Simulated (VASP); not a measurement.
## P: single point with PBEsol

The system is P.

```
CELL_PARAMETERS angstrom
1.71414 0.98966 3.10867
-1.71414 0.98966 3.10867
0.00000 -1.97932 3.10867
ATOMIC_POSITIONS crystal
P 0.77292 0.77292 0.77292
P 0.22708 0.22708 0.22708
```

This cell differs from its parent crystal: volume scaled by 0.98.

```yaml
Program: VASP 6.6.1
Task: single point
Functional: PBEsol
Potentials_or_basis: VASP PAW PBE potentials, release 64 (P)
Cutoff: 520 eV
k_mesh: 9 × 9 × 9
Occupations: fermi-dirac, width 0.05 eV
Spin: no spin polarisation
Dipole_correction: no
Further_INCAR_settings: ALGO = Normal; EDIFF = 1e-06; NBANDS = 12
```

```json
{"Pressure": "0.0 GPa", "Largest force": "0.360 eV/Å", "Band gap on the k mesh": "zero (band 5 reaches 9.78 eV, above the bottom of band 6 at 9.01 eV)"}
```

Forces in eV/Å, atoms in the order of the input:
```
P    0.000  0.000 -0.360
P    0.000  0.000  0.360
```

Stress tensor (GPa, compression positive):
```
 0.80  0.00  0.00
 0.00  0.80  0.00
 0.00  0.00 -1.45
```

Levels at points of the mesh, in eV from the Fermi level:
| k point | band 2 | band 3 | band 4 | band 5 | band 6 | band 7 | band 8 | band 9 |
| --- | --- | --- | --- | --- | --- | --- | --- | --- |
| (0.00, 0.00, 0.00) | -3.44 | -3.20 | -2.91 | -2.91 | 1.33 | 2.65 | 2.65 | 5.78 |

Run time: 13 s on 1 thread of Intel(R) Xeon(R) 6975P-C (Granite Rapids) (shared host), peak memory 0.15 GiB.

Caveat: the PAW data sets were made with another functional, which shifts forces and pressure a little.
